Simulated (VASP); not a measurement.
A run of VASP 6.6.1 is set up as follows.

INCAR

```
PREC = Accurate
ENCUT = 520
EDIFF = 1E-6
ISMEAR = -1
SIGMA = 0.05
LREAL = F
LASPH = T
NELM = 60
ALGO = Normal
ISIF = 2
LWAVE = F
LCHARG = F
GGA = PS
IVDW = 13
NBANDS = 16
```

The input KPOINTS:

```
Automatic mesh
0
Gamma
  10 10 6
```

Contents of POSCAR:

```
WC
1.0
    1.4678774317     -2.5393759934      0.0000000000
    1.4678774317      2.5393759934      0.0000000000
    0.0000000000      0.0000000000      2.9922335441
W C
1 1
Direct
    0.5000000000      0.5000000000      0.5000000000
    0.0000000000      0.0000000000      0.0000000000
```

Potentials or basis: VASP PAW PBE potentials, release 64 (W_sv, C).

Command:

```sh
$ cat potpaw_PBE.64/W_sv/POTCAR potpaw_PBE.64/C/POTCAR > POTCAR
$ mpirun -np 1 vasp_std > vasp.out
```

(1) Estimate the dispersion energy per atom.

(2) What does it give for the pressure?

Results:

(1) -0.265 eV.

(2) 0.9 GPa.

Caveat: the PAW data sets were made with another functional, which shifts forces and pressure a little; pairwise dispersion overbinds metals, which lowers pressure and volume.
